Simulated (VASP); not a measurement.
Input of a VASP 6.6.1 run:

INCAR

```
SYSTEM = YMg2O2
  ALGO = Normal
  EDIFF = 1E-6
  EDIFFG = -0.04
  ENCUT = 600
  GGA = PE
  IBRION = 2
  ISIF = 3
  ISMEAR = 0
  LASPH = .True.
  LCHARG = .False.
  LREAL = .False.
  LWAVE = .False.
  NELM = 100
  NSW = 90
  PREC = Accurate
  SIGMA = 0.1
```

File KPOINTS:

```
k-points
0
Gamma
  4 4 4
  0 0 0
```

POSCAR

```
YMg2O2
1.0
    3.9428023000      0.0000000000      0.0000000000
    0.0000000000      3.9428023000      0.0000000000
    0.0000000000      0.0000000000      5.3482952300
Y Mg O
1 2 2
Direct
    0.0000000000      0.0000000000      0.0000000000
    0.0000000000      0.5000000000      0.5000000000
    0.5000000000      0.0000000000      0.5000000000
    0.5000000000      0.5000000000      0.2399999900
    0.5000000000      0.5000000000      0.7600000100
```

Potentials or basis: VASP PAW PBE potentials, release 64 (Y_sv, Mg, O).

Launch:

```sh
$ cat potpaw_PBE.64/Y_sv/POTCAR potpaw_PBE.64/Mg/POTCAR potpaw_PBE.64/O/POTCAR > POTCAR
$ mpirun -np 1 vasp_std > vasp.out
```

Task: Predict the space group after relaxing (to 0.05 Å).

Result: P4/mmm (No. 123).

Task: Estimate the relaxed volume.

Result: 13.66 Å³/atom.

Task: Estimate the relaxed cell.

Result: a = 3.517 Å, b = 3.517 Å, c = 5.521 Å, α = 90.00°, β = 90.00°, γ = 90.00°.

Final structure:
```
Y Mg O
1.0
     3.51718    0.00000    0.00000
     0.00000    3.51718    0.00000
     0.00000    0.00000    5.52133
Y Mg O
1 2 2
Direct
  0.00000 0.00000 0.00000
  0.00000 0.50000 0.50000
  0.50000 0.00000 0.50000
  0.50000 0.50000 0.25335
  0.50000 0.50000 0.74665
```

Caveat: the k points lie up to 0.45 Å⁻¹ apart in the final cell; the volume moved by over 15 % at a fixed basis, so the end points are rough; an odd number of electrons without spin polarisation forces a metal; a magnetic or distorted state may lie lower.
